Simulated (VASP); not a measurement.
# SnTe (Fm-3m) in VASP: further runs

The runs below take SnTe through relaxation of cell and atoms, with RPBE, PBE, r2SCAN+rVV10.

Everything below comes from runs of VASP 6.6.1. Logs are shortened: lines on timing, memory, paths and dates and some standing lists are left out, and cuts for length are marked.

### 1 The cell of the first run

It takes space group Fm-3m (No. 225, cubic). The conventional cell has a = 6.302 Å, b = 6.302 Å, c = 6.302 Å, α = 90.00°, β = 90.00°, γ = 90.00°. Sn (site symmetry m-3m) has 6 Te at 3.15 Å within 4.1 Å. Te (site symmetry m-3m) has 6 Sn at 3.15 Å within 4.1 Å.

### 2 Relaxation of cell and atoms, RPBE

File INCAR:

```
SYSTEM = SnTe
  PREC = Accurate
  ENCUT = 600
  EDIFF = 1E-6
  ISMEAR = -1
  SIGMA = 0.05
  LREAL = .FALSE.
  LASPH = .TRUE.
  NELM = 80
  ALGO = Normal
  ISIF = 3
  LWAVE = .FALSE.
  LCHARG = .FALSE.
  GGA = RP
  IBRION = 2
  NSW = 80
  EDIFFG = -0.01
```

File KPOINTS:

```
regular mesh
0
G
  5 5 5
  0 0 0
```

File POSCAR:

```
SnTe
1.0
    0.0000000000      3.1508500000      3.1508500000
    3.1508500000      0.0000000000      3.1508500000
    3.1508500000      3.1508500000      0.0000000000
Sn Te
1 1
Direct
    0.0000000000      0.0000000000      0.0000000000
    0.5000000000      0.5000000000      0.5000000000
```

Potentials or basis: VASP PAW PBE potentials, release 64 (Sn_d, Te).

Started as:

```console
> cat potpaw_PBE.64/Sn_d/POTCAR potpaw_PBE.64/Te/POTCAR > POTCAR
> mpirun -np 1 vasp_std > vasp.out
```

OUTCAR:

```text
SYSTEM = SnTe
   PREC = Accurate
   ENCUT = 600
   EDIFF = 1E-6
   ISMEAR = -1
   LREAL = .FALSE.
   LASPH = .TRUE.
   NELM = 80
   ISIF = 3
   GGA = RP
   IBRION = 2
   NSW = 80
   EDIFFG = -0.01

 ion  position               nearest neighbor table
   1  0.000  0.000  0.000-   2 3.15   2 3.15   2 3.15   2 3.15   2 3.15   2 3.15
   2  0.500  0.500  0.500-   1 3.15   1 3.15   1 3.15   1 3.15   1 3.15   1 3.15

  LATTYP: Found a face centered cubic cell.
 ALAT       =     6.3017000000

  Lattice vectors:

 A1 = (   0.0000000000,   3.1508500000,   3.1508500000)
 A2 = (   3.1508500000,   0.0000000000,   3.1508500000)
 A3 = (   3.1508500000,   3.1508500000,   0.0000000000)

Analysis of symmetry for initial positions (statically):
=====================================================================
 Subroutine PRICEL returns:
 Original cell was already a primitive cell.

 Routine SETGRP: Setting up the symmetry group for a
 face centered cubic supercell.

 Subroutine GETGRP returns: Found 48 space group operations
 (whereof 48 operations were pure point group operations)
 out of a pool of 48 trial point group operations.

The static configuration has the point symmetry O_h .

Analysis of symmetry for dynamics (positions and initial velocities):
=====================================================================
 Subroutine PRICEL returns:
 Original cell was already a primitive cell.

 Routine SETGRP: Setting up the symmetry group for a
 face centered cubic supercell.

 Subroutine GETGRP returns: Found 48 space group operations
 (whereof 48 operations were pure point group operations)
 out of a pool of 48 trial point group operations.

The dynamic configuration has the point symmetry O_h .

 Subroutine INISYM returns: Found 48 space group operations
 (whereof 48 operations are pure point group operations),
 and found     1 'primitive' translations

----------------------------------------------------------------------------------------

                                     Primitive cell

  volume of cell :      62.5624

  direct lattice vectors                    reciprocal lattice vectors
     0.000000000  3.150850000  3.150850000    -0.158687338  0.158687338  0.158687338
     3.150850000  0.000000000  3.150850000     0.158687338 -0.158687338  0.158687338
     3.150850000  3.150850000  0.000000000     0.158687338  0.158687338 -0.158687338

  length of vectors
     4.455974803  4.455974803  4.455974803     0.274854533  0.274854533  0.274854533

  position of ions in fractional coordinates (direct lattice)
     0.000000000  0.000000000  0.000000000
     0.500000000  0.500000000  0.500000000

  ion indices of the primitive-cell ions
   primitive index   ion index
                 1           1
                 2           2

----------------------------------------------------------------------------------------

 KPOINTS: regular mesh

Automatic generation of k-mesh.
 Grid dimensions read from file:
 generate k-points for:    5    5    5

 Generating k-lattice:

  Cartesian coordinates                     Fractional coordinates (reciprocal lattice)
    -0.031737468  0.031737468  0.031737468     0.200000000  0.000000000  0.000000000
     0.031737468 -0.031737468  0.031737468     0.000000000  0.200000000  0.000000000
     0.031737468  0.031737468 -0.031737468     0.000000000  0.000000000  0.200000000

  Length of vectors
     0.054970907  0.054970907  0.054970907

  Shift w.r.t. Gamma in fractional coordinates (k-lattice)
     0.000000000  0.000000000  0.000000000

 Subroutine IBZKPT returns following result:
 ===========================================

 Found     10 irreducible k-points:

 Following reciprocal coordinates:
            Coordinates               Weight
  0.000000  0.000000  0.000000      1.000000
  0.200000  0.000000  0.000000      8.000000
  0.400000  0.000000  0.000000      8.000000
  0.200000  0.200000  0.000000      6.000000
  0.400000  0.200000  0.000000     24.000000
 -0.400000  0.200000  0.000000     24.000000
 -0.200000  0.200000  0.000000     12.000000
  0.400000  0.400000  0.000000      6.000000
 -0.400000  0.400000  0.000000     12.000000
 -0.400000  0.400000  0.200000     24.000000
   k-points           NKPTS =     10   k-points in BZ     NKDIM =     10   number of bands    NBANDS=     14
   number of dos      NEDOS =    301   number of ions     NIONS =      2
   total plane-waves  NPLWV =  46656
   dimension x,y,z NGX =    36 NGY =   36 NGZ =   36
   dimension x,y,z NGXF=    72 NGYF=   72 NGZF=   72
   ions per type =               1   1
   NGX,Y,Z   is equivalent  to a cutoff of  13.43, 13.43, 13.43 a.u.
   NGXF,Y,Z  is equivalent  to a cutoff of  26.86, 26.86, 26.86 a.u.
 SYSTEM =  SnTe
   PREC   = accura    normal or accurate (medium, high low for compatibility)
   ISTART =      0    job   : 0-new  1-cont  2-samecut
   ICHARG =      2    charge: 1-file 2-atom 10-const
   ISPIN  =      1    spin polarized calculation?
   LNONCOLLINEAR =      F non collinear calculations
   LSORBIT =      F    spin-orbit coupling
   LASPH  =      T    aspherical Exc in radial PAW
   ENCUT  =  600.0 eV  44.10 Ry    6.64 a.u.   8.90  8.90  8.90*2*pi/ulx,y,z
   NELM   =     80;   NELMIN=  2; NELMDL= -5     # of ELM steps
   EDIFF  = 0.1E-05   stopping-criterion for ELM
   LREAL  =      F    real-space projection
   EDIFFG = -.1E-01   stopping-criterion for IOM
   NSW    =     80    number of steps for IOM
   IBRION =      2    ionic relax: 0-MD 1-quasi-New 2-CG
   NFREE  =      1    steps in history (QN), initial steepest desc. (CG)
   ISIF   =      3    stress and relaxation
   ISYM   =      2    0-nonsym 1-usesym 2-fastsym
   POTIM  = 0.5000    time-step for ionic-motion
   TEBEG  =    0.0;   TEEND  =   0.0 temperature during run
   PSTRESS=    0.0 pullay stress
   NELECT =      20.0000    total number of electrons
   NUPDOWN=      -1.0000    fix difference up-down
   EMIN   =  10.00;   EMAX   =-10.00  energy-range for DOS
   EFERMI =   0.00;   METHOD = LEGACY
   ISMEAR =    -1;   SIGMA  =   0.05  broadening in eV -4-tet -1-fermi 0-gaus
   EFERMI_NEDOS =   21; number of points for ismear=-14 and -15
   IALGO  =     38    algorithm
   IMIX   =      4    mixing-type and parameters
     AMIX     =   0.40;   BMIX     =  1.00
     AMIX_MAG =   1.60;   BMIX_MAG =  1.00
  volume/ion in A,a.u.               =      31.28       211.10
  Fermi-wavevector in a.u.,A,eV,Ry     =   1.119387  2.115336 17.048485  1.253028
  Thomas-Fermi vector in A             =   2.256026
   LORBIT       =      0    0 simple, 1 ext, 2 COOP (PROOUT), +10 PAW based schemes
   GGA     = RP    functional components
   LHFCALC =     F    Hartree Fock is set to
   AEXX    =    0.0000 exact exchange contribution
   IVDW    =     0    specifies the selected vdW correction
   LEPSILON=     F    determine dielectric tensor
   LRPA    =     F    only Hartree local field effects (RPA)
 conjugate gradient relaxation of ions
 non-spin polarized calculation
  energy-cutoff  :      600.00
  volume of cell :       62.56
 maximum number of plane-waves:      2107
   NGX = 17   NGY = 17   NGZ = 17

--------------------------------------- Ionic step        1  -------------------------------------------

 number of electron      19.9999998 magnetization

 Free energy of the ion-electron system (eV)
  ---------------------------------------------------
  ext. energy  EPLUGINS =         0.00000000
  ---------------------------------------------------
  free energy    TOTEN  =        -6.81891661 eV

  energy without entropy =       -6.81887686  energy(sigma->0) =       -6.81889673

------------------------ aborting loop because EDIFF is reached ----------------------------------------

  FORCE on cell =-STRESS in cart. coord.  units (eV):
  Direction    XX          YY          ZZ          XY          YZ          ZX
  --------------------------------------------------------------------------------------
  -------------------------------------------------------------------------------------
  Total        1.4142755      1.4142755      1.4142755     -0.0000000      0.0000000     -0.0000000
  in kB       36.2185794     36.2185794     36.2185794     -0.0000000      0.0000000     -0.0000000
  external PRESSURE =      36.2185794 kB  Pullay stress =       0.0000000 kB

 VOLUME and BASIS-vectors are now :
 -----------------------------------------------------------------------------
  energy-cutoff  :      600.00
  volume of cell :       62.56
      direct lattice vectors                 reciprocal lattice vectors
     0.000000000  3.150850000  3.150850000    -0.158687338  0.158687338  0.158687338
     3.150850000  0.000000000  3.150850000     0.158687338 -0.158687338  0.158687338
     3.150850000  3.150850000  0.000000000     0.158687338  0.158687338 -0.158687338
[... 37 lines left out ...]
 POSITION                                       TOTAL-FORCE (eV/Angst)
 -----------------------------------------------------------------------------------
      6.51668      3.25834      3.25834        -0.000000      0.000000     -0.000000
      3.25834      3.25834      3.25834         0.000000     -0.000000      0.000000
 -----------------------------------------------------------------------------------
    total drift:                                0.000000      0.000000      0.000000

  FREE ENERGIE OF THE ION-ELECTRON SYSTEM (eV)
  ---------------------------------------------------
  free  energy   TOTEN  =        -6.8757468058 eV

  energy  without entropy=       -6.8757296283  energy(sigma->0) =       -6.87573822

--------------------------------------- Ionic step        3  -------------------------------------------

 number of electron      20.0000002 magnetization

 Free energy of the ion-electron system (eV)
  ---------------------------------------------------
  ext. energy  EPLUGINS =         0.00000000
  ---------------------------------------------------
  free energy    TOTEN  =        -6.87764577 eV

  energy without entropy =       -6.87762667  energy(sigma->0) =       -6.87763622

 E-fermi :   6.1370     XC(G=0):  -9.0050

 val. band max:        5.6511219004   @ k =   0.4000   0.0000   0.0000
 cond. band min:       6.6131909217   @ k =   0.4000   0.0000   0.0000
 fundamental gap:      0.9620690213
 Fermi energy:         6.1370174266

 k-point     1 :       0.0000    0.0000    0.0000
  band No.  band energies     occupation
      1     -15.9199      2.00000
      2     -15.9199      2.00000
      3     -15.9199      2.00000
      4     -15.9192      2.00000
      5     -15.9192      2.00000
      6      -6.1401      2.00000
      7       1.1124      2.00000
      8       4.1195      2.00000
      9       4.1195      2.00000
     10       4.1195      2.00000
     11       9.2443      0.00000
     12       9.2443      0.00000
     13       9.2443      0.00000
     14      10.9589      0.00000

 k-point     2 :       0.2000    0.0000    0.0000
  band No.  band energies     occupation
      1     -15.9206      2.00000
      2     -15.9206      2.00000
      3     -15.9195      2.00000
      4     -15.9180      2.00000
      5     -15.9180      2.00000
      6      -5.8544      2.00000
      7      -0.0210      2.00000
      8       4.1828      2.00000
      9       4.1828      2.00000
     10       4.8317      2.00000
[... 160 lines left out ...]
 POSITION                                       TOTAL-FORCE (eV/Angst)
 -----------------------------------------------------------------------------------
     -0.00000      0.00000      0.00000        -0.000000     -0.000000     -0.000000
      3.24114      3.24114      3.24114         0.000000      0.000000      0.000000
 -----------------------------------------------------------------------------------
    total drift:                               -0.000000      0.000000      0.000000

  FREE ENERGIE OF THE ION-ELECTRON SYSTEM (eV)
  ---------------------------------------------------
  free  energy   TOTEN  =        -6.8776457689 eV

  energy  without entropy=       -6.8776266735  energy(sigma->0) =       -6.87763622

 reached required accuracy - stopping structural energy minimisation
```

Run time: 26 s. Hardware: 1 thread of AMD EPYC 7R43 (Zen 3), shared host; peak memory 0.18 GiB.

What came out:

```yaml
Free_energy: -6.8776 eV
Relaxed_volume: 34.05 Å³/atom
Relaxed_cell: a = 4.584 Å, b = 4.584 Å, c = 4.584 Å, α = 60.00°, β = 60.00°, γ = 60.00°
Space_group_after_relaxing_to_0.1_Å: Fm-3m (No. 225)
Energy_gained_by_relaxing: 29.4 meV/atom
Ionic_steps: 3
Pressure_after_relaxing: 0.0 GPa
```

The path:
```
step  energy change (eV)  largest force (eV/Å)  pressure (GPa)  volume (Å³)
   1              0.0000                0.0000            3.62        62.56
   2             -0.0568                0.0000           -0.55        69.19
   3             -0.0587                0.0000           -0.01        68.10
```

Final structure:
```
Sn Te
1.0
     0.00000    3.24114    3.24114
     3.24114    0.00000    3.24114
     3.24114    3.24114    0.00000
Sn Te
1 1
Direct
  0.00000 0.00000 0.00000
  0.50000 0.50000 0.50000
```

Levels at points of the mesh, in eV from the Fermi level:
```tsv
k point	band 8	band 9	band 10	band 11	band 12	band 13
(0.00, 0.00, 0.00)	-2.02	-2.02	-2.02	3.11	3.11	3.11
```

Caveat: this odd mesh misses L, so gap, dielectric constants and Born charges aren't listed; the PAW data sets were made with another functional, which shifts forces and pressure a little; spin-orbit coupling is left out, which moves the levels of the heavy elements. Zero-point motion and thermal expansion aren't in these numbers.

### 3 Relaxation of cell and atoms, PBE

File INCAR:

```
SYSTEM = SnTe
ALGO = Normal
EDIFF = 1E-6
EDIFFG = -0.01
ENCUT = 600
GGA = PE
IBRION = 2
ISIF = 3
ISMEAR = -1
LASPH = .TRUE.
LCHARG = .FALSE.
LREAL = .FALSE.
LWAVE = .FALSE.
NELM = 80
NSW = 80
PREC = Accurate
SIGMA = 0.05
```

File KPOINTS:

```
k-points
0
G
  5 5 5
  0 0 0
```

POSCAR is that of step 2.

Potentials or basis: VASP PAW PBE potentials, release 64 (Sn_d, Te).

Started as:

```console
> cat potpaw_PBE.64/Sn_d/POTCAR potpaw_PBE.64/Te/POTCAR > POTCAR
> mpirun -np 1 vasp_std > vasp.out
```

Run time: 23 s. Hardware: 1 thread of AMD EPYC 7R43 (Zen 3), shared host; peak memory 0.17 GiB.

Results (log left out):

- Free energy: -7.5689 eV
- Relaxed volume: 32.90 Å³/atom
- Relaxed cell: a = 4.532 Å, b = 4.532 Å, c = 4.532 Å, α = 60.00°, β = 60.00°, γ = 60.00°
- Space group after relaxing (to 0.1 Å): Fm-3m (No. 225)
- Energy gained by relaxing: 10.7 meV/atom
- Ionic steps: 3
- Pressure after relaxing: 0.0 GPa

Step by step:
```tsv
step	energy change (eV)	largest force (eV/Å)	pressure (GPa)	volume (Å³)
1	0.0000	0.0000	2.19	62.56
2	-0.0203	0.0000	-0.41	66.52
3	-0.0213	0.0000	-0.02	65.80
```

Final structure:
```yaml
crystal:
  lattice:
    - [0.00000, 3.20430, 3.20430]
    - [3.20430, 0.00000, 3.20430]
    - [3.20430, 3.20430, 0.00000]
  atoms:
    - { symbol: Sn, position: [0.00000, 0.00000, 0.00000] }
    - { symbol: Te, position: [0.50000, 0.50000, 0.50000] }
```

Levels at points of the mesh, in eV from the Fermi level:
| k point | band 8 | band 9 | band 10 | band 11 | band 12 | band 13 |
| --- | --- | --- | --- | --- | --- | --- |
| (0.00, 0.00, 0.00) | -2.09 | -2.09 | -2.09 | 3.16 | 3.16 | 3.16 |

Caveat: this odd mesh misses L, so gap, dielectric constants and Born charges aren't listed; spin-orbit coupling is left out, which moves the levels of the heavy elements.

### 4 Relaxation of cell and atoms, r2SCAN+rVV10

POSCAR is that of step 3.

File INCAR.step1:

```
PREC = Accurate ; ENCUT = 600
ISMEAR = -1 ; SIGMA = 0.05
LREAL = False ; LASPH = True
NELM = 80 ; GGA = PE
ALGO = Normal ; EDIFF = 1E-4
LWAVE = True ; LCHARG = False
```

File INCAR.step2:

```
PREC = Accurate ; ENCUT = 600
EDIFF = 1E-6 ; ISMEAR = -1
SIGMA = 0.05 ; LREAL = False
LASPH = True ; NELM = 80
ALGO = Normal ; ISIF = 3
LWAVE = False ; LCHARG = False
METAGGA = R2SCAN ; LMIXTAU = True
LUSE_VDW = True ; IVDW_NL = 2
BPARAM = 11.95 ; CPARAM = 0.0093
IBRION = 2 ; NSW = 80
EDIFFG = -0.01 ; ISTART = 1
```

File KPOINTS:

```
regular mesh
0
Gamma
  5 5 5
```

Started as:

```console
> cat potpaw_PBE.64/Sn_d/POTCAR potpaw_PBE.64/Te/POTCAR > POTCAR
> cp INCAR.step1 INCAR
> mpirun -np 1 vasp_std > vasp.out
> cp INCAR.step2 INCAR
> mpirun -np 1 vasp_std > vasp.out
```

It took 4.4 min on 1 thread of AMD EPYC 7R43 (Zen 3), shared host; peak memory 0.36 GiB.

Results (log left out):

```
Free energy                           : -50.1495 eV
Relaxed volume                        : 31.85 Å³/atom
Relaxed cell                          : a = 4.483 Å, b = 4.483 Å, c = 4.483 Å, α = 60.00°, β = 60.00°, γ = 60.00°
Space group after relaxing (to 0.1 Å) : Fm-3m (No. 225)
Energy gained by relaxing             : 1.5 meV/atom
Ionic steps                           : 3
Pressure after relaxing               : 0.0 GPa
```

The path:
```tsv
step	energy change (eV)	largest force (eV/Å)	pressure (GPa)	volume (Å³)
1	0.0000	0.0000	0.87	62.56
2	-0.0027	0.0000	-0.28	64.11
3	-0.0030	0.0000	0.00	63.70
```

Final structure:
```cif
data_structure
_symmetry_space_group_name_H-M 'P 1'
_symmetry_Int_Tables_number 1
_cell_length_a 4.4829
_cell_length_b 4.4829
_cell_length_c 4.4829
_cell_angle_alpha 60.000
_cell_angle_beta 60.000
_cell_angle_gamma 60.000
_cell_volume 63.70
loop_
_atom_site_label
_atom_site_type_symbol
_atom_site_fract_x
_atom_site_fract_y
_atom_site_fract_z
_atom_site_occupancy
Sn1 Sn 0.00000 0.00000 0.00000 1
Te1 Te 0.50000 0.50000 0.50000 1
```

Levels at points of the mesh, in eV from the Fermi level:
```csv
k point,band 8,band 9,band 10,band 11,band 12,band 13
"(0.00, 0.00, 0.00)",-2.49,-2.49,-2.49,3.33,3.33,3.33
```

Caveat: this odd mesh misses L, so gap, dielectric constants and Born charges aren't listed; the PAW data sets were made with another functional, which shifts forces and pressure a little; spin-orbit coupling is left out, which moves the levels of the heavy elements.

### 5 The runs side by side

| level | pressure (GPa) | relaxed volume (Å³/atom) |
| --- | --- | --- |
| RPBE | 0.0 | 34.05 |
| PBE | 0.0 | 32.90 |
| r2SCAN+rVV10 | 0.0 | 31.85 |

Alike in all rows: task relaxation of cell and atoms; potentials or basis VASP PAW PBE potentials, release 64 (Sn_d, Te); no spin polarisation; cell relaxed; k mesh 5 × 5 × 5; cutoff (eV) 600; smearing fermi-dirac 0.05 eV.

Caveats: spin-orbit coupling is left out, which moves the levels of the heavy elements; the PAW data sets were made with another functional, which shifts forces and pressure a little (at least some runs).

Total energies depend on the potentials used, so only differences within one code and one set of settings carry meaning.
